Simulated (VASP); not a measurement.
C:

```
C
1.0
     0.00000    1.75378    1.75378
     1.75378    0.00000    1.75378
     1.75378    1.75378    0.00000
C
2
Direct
  0.50000 0.50000 0.50000
  0.75000 0.75000 0.75000
```

Base run:

| Quantity | Value |
| --- | --- |
| Program | VASP 6.6.1 |
| Functional | LDA |
| Potentials or basis | VASP PAW LDA potentials, release 64 (C) |
| Cutoff | 520 eV |
| k mesh | 10 × 10 × 10 |
| Occupations | gaussian, width 0.01 eV |
| Spin | no spin polarisation |

Its results: band gap on the k mesh 4.25 eV, indirect (least direct gap 5.68 eV); pressure 11.7 GPa.

The run is repeated on the same cell with these changes: potentials or basis from VASP PAW LDA potentials, release 64 (C) to VASP PAW LDA potentials, release 64 (C_h); cutoff from 520 eV to 910 eV; further incar settings from ALGO = Normal; EDIFF = 1e-07; NBANDS = 11 to ALGO = Normal; EDIFF = 1e-06; NBANDS = 11. What comes out?

Band gap on the k mesh 4.25 eV, indirect (least direct gap 5.68 eV); pressure 10.7 GPa.

Caveats: the cutoff is under 1.25 times the usual one of these potentials, so pressure, stress and relaxed cells hold a basis-set (Pulay) error (some runs).

A k mesh can miss the band edges.
